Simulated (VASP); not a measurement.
# Mo (Im-3m) in VASP: a series of runs

The runs below take Mo through single point, relaxation of cell and atoms, with PBEsol.

Program: VASP 6.6.1. These are calculated values, not measurements. Logs are shortened: lines on timing, memory, paths and dates and some standing lists are left out, and cuts for length are marked.

## 1. The cell of the first run

The structure is cubic, space group Im-3m (No. 229). The conventional cell has a = 3.129 Å, b = 3.129 Å, c = 3.129 Å, α = 90.00°, β = 90.00°, γ = 90.00°. Mo (site symmetry m-3m) has 14 Mo at 2.71 to 3.13 Å within 3.6 Å.

## 2. Single point, PBEsol

INCAR

```
SYSTEM = Mo
  PREC = Accurate
  ENCUT = 520
  EDIFF = 1E-7
  ISMEAR = -1
  SIGMA = 0.05
  LREAL = .FALSE.
  LASPH = .TRUE.
  NELM = 60
  ALGO = Normal
  ISIF = 2
  LWAVE = .FALSE.
  LCHARG = .FALSE.
  GGA = PS
  NBANDS = 13
```

KPOINTS

```
regular mesh
0
G
  19 19 19
  0 0 0
```

POSCAR

```
Mo
1.0
   -1.5646785228      1.5646785228      1.5646785228
    1.5646785228     -1.5646785228      1.5646785228
    1.5646785228      1.5646785228     -1.5646785228
Mo
1
Direct
    0.0000000000      0.0000000000      0.0000000000
```

Potentials or basis: VASP PAW PBE potentials, release 64 (Mo_sv).

Run with:

```bash
$ cat potpaw_PBE.64/Mo_sv/POTCAR > POTCAR
$ mpirun -np 1 vasp_std > vasp.out
```

OUTCAR:

```text
SYSTEM = Mo
   PREC = Accurate
   ENCUT = 520
   EDIFF = 1E-7
   ISMEAR = -1
   LREAL = .FALSE.
   LASPH = .TRUE.
   NELM = 60
   ISIF = 2
   GGA = PS

 ion  position               nearest neighbor table
   1  0.000  0.000  0.000-

  LATTYP: Found a body centered cubic cell.
 ALAT       =     3.1293570456

  Lattice vectors:

 A1 = (  -1.5646785228,   1.5646785228,   1.5646785228)
 A2 = (   1.5646785228,  -1.5646785228,   1.5646785228)
 A3 = (   1.5646785228,   1.5646785228,  -1.5646785228)

Analysis of symmetry for initial positions (statically):
=====================================================================
 Subroutine PRICEL returns:
 Original cell was already a primitive cell.

 Routine SETGRP: Setting up the symmetry group for a
 body centered cubic supercell.

 Subroutine GETGRP returns: Found 48 space group operations
 (whereof 48 operations were pure point group operations)
 out of a pool of 48 trial point group operations.

The static configuration has the point symmetry O_h .

Analysis of symmetry for dynamics (positions and initial velocities):
=====================================================================
 Subroutine PRICEL returns:
 Original cell was already a primitive cell.

 Routine SETGRP: Setting up the symmetry group for a
 body centered cubic supercell.

 Subroutine GETGRP returns: Found 48 space group operations
 (whereof 48 operations were pure point group operations)
 out of a pool of 48 trial point group operations.

The dynamic configuration has the point symmetry O_h .

 Subroutine INISYM returns: Found 48 space group operations
 (whereof 48 operations are pure point group operations),
 and found     1 'primitive' translations

----------------------------------------------------------------------------------------

                                     Primitive cell

  volume of cell :      15.3227

  direct lattice vectors                    reciprocal lattice vectors
    -1.564678523  1.564678523  1.564678523     0.000000000  0.319554460  0.319554460
     1.564678523 -1.564678523  1.564678523     0.319554460  0.000000000  0.319554460
     1.564678523  1.564678523 -1.564678523     0.319554460  0.319554460  0.000000000

  length of vectors
     2.710102699  2.710102699  2.710102699     0.451918251  0.451918251  0.451918251

  position of ions in fractional coordinates (direct lattice)
     0.000000000  0.000000000  0.000000000

  ion indices of the primitive-cell ions
   primitive index   ion index
                 1           1

----------------------------------------------------------------------------------------

 KPOINTS: regular mesh

Automatic generation of k-mesh.
 Grid dimensions read from file:
 generate k-points for:   19   19   19

 Generating k-lattice:

  Cartesian coordinates                     Fractional coordinates (reciprocal lattice)
     0.000000000  0.016818656  0.016818656     0.052631579  0.000000000  0.000000000
     0.016818656  0.000000000  0.016818656     0.000000000  0.052631579  0.000000000
     0.016818656  0.016818656  0.000000000     0.000000000  0.000000000  0.052631579

  Length of vectors
     0.023785171  0.023785171  0.023785171

  Shift w.r.t. Gamma in fractional coordinates (k-lattice)
     0.000000000  0.000000000  0.000000000

 Subroutine IBZKPT returns following result:
 ===========================================

 Found    220 irreducible k-points:

 Following reciprocal coordinates:
            Coordinates               Weight
  0.000000  0.000000  0.000000      1.000000
  0.052632  0.000000  0.000000     12.000000
  0.105263  0.000000  0.000000     12.000000
  0.157895  0.000000  0.000000     12.000000
  0.210526  0.000000  0.000000     12.000000
  0.263158  0.000000  0.000000     12.000000
[... 16 lines left out ...]
  0.263158  0.105263  0.000000     48.000000
  0.315789  0.105263  0.000000     48.000000
 [... further k-points ...]
   k-points           NKPTS =    220   k-points in BZ     NKDIM =    220   number of bands    NBANDS=     13
   number of dos      NEDOS =    301   number of ions     NIONS =      1
   total plane-waves  NPLWV =   8000
   dimension x,y,z NGX =    20 NGY =   20 NGZ =   20
   dimension x,y,z NGXF=    40 NGYF=   40 NGZF=   40
   ions per type =               1
   NGX,Y,Z   is equivalent  to a cutoff of  12.27, 12.27, 12.27 a.u.
   NGXF,Y,Z  is equivalent  to a cutoff of  24.54, 24.54, 24.54 a.u.
 SYSTEM =  Mo
   PREC   = accura    normal or accurate (medium, high low for compatibility)
   ISTART =      0    job   : 0-new  1-cont  2-samecut
   ICHARG =      2    charge: 1-file 2-atom 10-const
   ISPIN  =      1    spin polarized calculation?
   LNONCOLLINEAR =      F non collinear calculations
   LSORBIT =      F    spin-orbit coupling
   LASPH  =      T    aspherical Exc in radial PAW
   ENCUT  =  520.0 eV  38.22 Ry    6.18 a.u.   5.04  5.04  5.04*2*pi/ulx,y,z
   NELM   =     60;   NELMIN=  2; NELMDL= -5     # of ELM steps
   EDIFF  = 0.1E-06   stopping-criterion for ELM
   LREAL  =      F    real-space projection
   EDIFFG = 0.1E-05   stopping-criterion for IOM
   NSW    =      0    number of steps for IOM
   IBRION =     -1    ionic relax: 0-MD 1-quasi-New 2-CG
   NFREE  =      0    steps in history (QN), initial steepest desc. (CG)
   ISIF   =      2    stress and relaxation
   ISYM   =      2    0-nonsym 1-usesym 2-fastsym
   POTIM  = 0.5000    time-step for ionic-motion
   TEBEG  =    0.0;   TEEND  =   0.0 temperature during run
   PSTRESS=    0.0 pullay stress
   NELECT =      14.0000    total number of electrons
   NUPDOWN=      -1.0000    fix difference up-down
   EMIN   =  10.00;   EMAX   =-10.00  energy-range for DOS
   EFERMI =   0.00;   METHOD = LEGACY
   ISMEAR =    -1;   SIGMA  =   0.05  broadening in eV -4-tet -1-fermi 0-gaus
   EFERMI_NEDOS =   21; number of points for ismear=-14 and -15
   IALGO  =     38    algorithm
   IMIX   =      4    mixing-type and parameters
     AMIX     =   0.40;   BMIX     =  1.00
     AMIX_MAG =   1.60;   BMIX_MAG =  1.00
  volume/ion in A,a.u.               =      15.32       103.40
  Fermi-wavevector in a.u.,A,eV,Ry     =   1.588568  3.001958 34.334945  2.523547
  Thomas-Fermi vector in A             =   2.687551
   LORBIT       =      0    0 simple, 1 ext, 2 COOP (PROOUT), +10 PAW based schemes
   GGA     = PS    functional components
   LHFCALC =     F    Hartree Fock is set to
   AEXX    =    0.0000 exact exchange contribution
   IVDW    =     0    specifies the selected vdW correction
   LEPSILON=     F    determine dielectric tensor
   LRPA    =     F    only Hartree local field effects (RPA)
 non-spin polarized calculation
  energy-cutoff  :      520.00
  volume of cell :       15.32
 maximum number of plane-waves:       424
   NGX =  9   NGY =  9   NGZ =  9

 number of electron      13.9999998 magnetization

 Free energy of the ion-electron system (eV)
  ---------------------------------------------------
  ext. energy  EPLUGINS =         0.00000000
  ---------------------------------------------------
  free energy    TOTEN  =       -11.78097764 eV

  energy without entropy =      -11.77576693  energy(sigma->0) =      -11.77837229

 E-fermi :  12.8125     XC(G=0): -13.6418

 val. band max:       12.8024541335   @ k =  -0.1579   0.1579   0.1053
 cond. band min:      12.8331954209   @ k =   0.3684   0.1053   0.0526
 fundamental gap:      0.0307412874
 Fermi energy:        12.8125117960

 k-point     1 :       0.0000    0.0000    0.0000
  band No.  band energies     occupation
      1     -48.4084      2.00000
      2     -21.6478      2.00000
      3     -21.6478      2.00000
      4     -21.6478      2.00000
      5       5.4380      2.00000
      6      11.3828      2.00000
      7      11.3828      2.00000
      8      11.3828      2.00000
      9      14.4723      0.00000
     10      14.4723      0.00000
     11      27.6257      0.00000
     12      27.6257      0.00000
     13      27.6257      0.00000

 k-point     2 :       0.0526    0.0000    0.0000
  band No.  band energies     occupation
      1     -48.4008      2.00000
      2     -21.6916      2.00000
      3     -21.6612      2.00000
      4     -21.6482      2.00000
      5       5.5645      2.00000
      6      11.3103      2.00000
      7      11.3713      2.00000
      8      11.5015      2.00000
      9      14.3625      0.00000
     10      14.4738      0.00000
     11      27.7236      0.00000
     12      27.8389      0.00000
     13      27.8867      0.00000

 k-point     3 :       0.1053    0.0000    0.0000
  band No.  band energies     occupation
      1     -48.3787      2.00000
      2     -21.8171      2.00000
      3     -21.6999      2.00000
      4     -21.6492      2.00000
      5       5.9271      2.00000
      6      11.1077      2.00000
      7      11.3215      2.00000
      8      11.8536      2.00000
      9      14.1138      0.00000
     10      14.4828      0.00000
     11      27.9668      0.00000
     12      28.4622      0.00000
     13      28.5538      0.00000

 k-point     4 :       0.1579    0.0000    0.0000
  band No.  band energies     occupation
      1     -48.3442      2.00000
      2     -22.0080      2.00000
      3     -21.7591      2.00000
      4     -21.6508      2.00000
      5       6.4682      2.00000
      6      10.8126      2.00000
      7      11.2141      2.00000
      8      12.4257      1.99913
      9      13.9019      0.00000
     10      14.5106      0.00000
     11      28.1810      0.00000
     12      29.2860      0.00000
     13      29.4520      0.00000

 k-point     5 :       0.2105    0.0000    0.0000
  band No.  band energies     occupation
      1     -48.3011      2.00000
      2     -22.2405      2.00000
      3     -21.8321      2.00000
      4     -21.6528      2.00000
      5       7.0671      2.00000
      6      10.4711      2.00000
      7      11.1173      2.00000
      8      13.1942      0.00097
      9      13.8556      0.00000
     10      14.5694      0.00000
     11      28.0705      0.00000
     12      29.5499      0.00000
     13      30.7506      0.00000

 k-point     6 :       0.2632    0.0000    0.0000
  band No.  band energies     occupation
      1     -48.2537      2.00000
      2     -22.4877      2.00000
      3     -21.9105      2.00000
      4     -21.6550      2.00000
      5       7.5182      2.00000
      6      10.1269      2.00000
      7      11.2535      2.00000
      8      13.9781      0.00000
      9      14.1223      0.00000
     10      14.6661      0.00000
     11      27.4851      0.00000
     12      28.9955      0.00000
     13      32.2939      0.00000

 k-point     7 :       0.3158    0.0000    0.0000
  band No.  band energies     occupation
      1     -48.2072      2.00000
      2     -22.7227      2.00000
      3     -21.9858      2.00000
      4     -21.6573      2.00000
      5       7.6568      2.00000
      6       9.8150      2.00000
      7      11.8145      2.00000
      8      14.1999      0.00000
      9      14.7967      0.00000
     10      15.1524      0.00000
     11      26.6352      0.00000
     12      27.8760      0.00000
     13      34.0100      0.00000
[... 193 lines left out ...]
 k-point    20 :       0.1053    0.1053    0.0000
  band No.  band energies     occupation
      1     -48.3249      2.00000
      2     -22.1075      2.00000
      3     -21.7600      2.00000
      4     -21.6896      2.00000
      5       6.7823      2.00000
      6      10.7946      2.00000
      7      10.9116      2.00000
      8      12.8766      0.43441
      9      13.6890      0.00000
     10      14.6616      0.00000
     11      28.6050      0.00000
     12      29.2958      0.00000
     13      29.7417      0.00000

 k-point    21 :       0.1579    0.1053    0.0000
  band No.  band energies     occupation
      1     -48.2840      2.00000
      2     -22.3120      2.00000
      3     -21.8323      2.00000
      4     -21.7026      2.00000
      5       7.3756      2.00000
      6      10.4982      2.00000
      7      10.7295      2.00000
      8      13.5880      0.00000
      9      13.7279      0.00000
     10      14.8051      0.00000
     11      28.6207      0.00000
     12      29.2954      0.00000
     13      30.4843      0.00000

 k-point    22 :       0.2105    0.1053    0.0000
  band No.  band energies     occupation
      1     -48.2391      2.00000
      2     -22.5265      2.00000
      3     -21.9211      2.00000
      4     -21.7094      2.00000
      5       7.8512      2.00000
      6      10.1608      2.00000
      7      10.7829      2.00000
      8      13.6806      0.00000
      9      14.7008      0.00000
     10      14.9719      0.00000
     11      27.8530      0.00000
     12      28.9211      0.00000
     13      31.5395      0.00000

 k-point    23 :       0.2632    0.1053    0.0000
  band No.  band energies     occupation
      1     -48.1951      2.00000
      2     -22.7296      2.00000
      3     -22.0101      2.00000
      4     -21.7142      2.00000
      5       8.0076      2.00000
      6       9.8664      2.00000
      7      11.2240      2.00000
      8      13.9066      0.00000
      9      15.0603      0.00000
     10      15.8544      0.00000
     11      26.8822      0.00000
     12      27.9865      0.00000
     13      32.6204      0.00000

 k-point    24 :       0.3158    0.1053    0.0000
  band No.  band energies     occupation
      1     -48.1568      2.00000
      2     -22.9012      2.00000
      3     -22.0874      2.00000
      4     -21.7177      2.00000
      5       7.9119      2.00000
      6       9.6370      2.00000
      7      11.9424      2.00000
      8      14.1887      0.00000
      9      15.2126      0.00000
     10      16.9654      0.00000
     11      25.9738      0.00000
     12      26.7998      0.00000
     13      31.5135      0.00000

 [... further k-points ...]
[... 5 lines left out ...]
  --------------------------------------------------------------------------------------
  -------------------------------------------------------------------------------------
  Total        0.0532090      0.0532090      0.0532090      0.0000000     -0.0000000      0.0000000
  in kB        5.5636556      5.5636556      5.5636556      0.0000000     -0.0000000      0.0000000
  external PRESSURE =       5.5636556 kB  Pullay stress =       0.0000000 kB

 VOLUME and BASIS-vectors are now :
 -----------------------------------------------------------------------------
  energy-cutoff  :      520.00
  volume of cell :       15.32
      direct lattice vectors                 reciprocal lattice vectors
    -1.564678523  1.564678523  1.564678523     0.000000000  0.319554460  0.319554460
     1.564678523 -1.564678523  1.564678523     0.319554460  0.000000000  0.319554460
     1.564678523  1.564678523 -1.564678523     0.319554460  0.319554460  0.000000000

 POSITION                                       TOTAL-FORCE (eV/Angst)
 -----------------------------------------------------------------------------------
      0.00000      0.00000      0.00000        -0.000000      0.000000      0.000000
 -----------------------------------------------------------------------------------
    total drift:                                0.000000      0.000000      0.000000

  FREE ENERGIE OF THE ION-ELECTRON SYSTEM (eV)
  ---------------------------------------------------
  free  energy   TOTEN  =       -11.7809776406 eV

  energy  without entropy=      -11.7757669299  energy(sigma->0) =      -11.77837229
```

Run time: 12 s. Hardware: 1 thread of Intel Xeon 6975P-C (Granite Rapids), shared host; peak memory 0.16 GiB.

What came out:

| Item | Value |
| --- | --- |
| Free energy | -11.7810 eV |
| Pressure | 0.6 GPa |
| Band gap on the k mesh | zero (band 7 reaches 16.72 eV, above the bottom of band 8 at 11.38 eV) |

Caveat: the PAW data sets were made with another functional, which shifts forces and pressure a little.

[end of part 1 of 2]
